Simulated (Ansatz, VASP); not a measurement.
# One calculation of Hf3Si2F, two programs

```xyz
6
Lattice="4.5026 0.0000 0.0000 -2.2513 3.8994 0.0000 0.0000 0.0000 5.8960" Properties=species:S:1:pos:R:3 pbc="T T T"
Hf    0.0000    0.0000    2.9480
Hf    0.0000    2.5996    0.0000
Hf    0.0000    2.5996    2.9480
Si    2.2513    1.2998    1.6741
Si    2.2513    1.2998    4.2219
F     0.0000    0.0000    0.0000
```

Change from the starting cell: species swapped into the La2Al3Ge type (P-6m2, No. 187).

Alike in both runs: task relaxation of cell and atoms; functional PBE; k mesh 6 × 6 × 4; occupations gaussian, width 0.1 eV; no spin polarisation.

|  | VASP | Ansatz |
| --- | --- | --- |
| version | VASP 6.6.1 | Ansatz 0.2.0 |
| potentials or method | VASP PAW PBE potentials, release 64 (Hf_pv, Si, F), cutoff 600 eV | scalar-relativistic, plane waves, PAW |
| valence electrons in the cell | 45 | 93 |

```csv
,VASP,Ansatz,Ansatz less VASP
"gap on the k mesh at the Fermi level, each at its own relaxed structure (eV)",none,none,-
relaxed volume (Å³/atom),17.18,17.28,+0.098
relaxed cell length with the largest relative difference (Å),5.763,5.779,+0.0162
```

A gap of «none» marks a metal or a gap that the smearing closes. VASP's potentials hold 45 valence electrons a cell and Ansatz's 93, so a difference there can come from the potentials and not from the codes.

Spin-orbit coupling is off throughout.
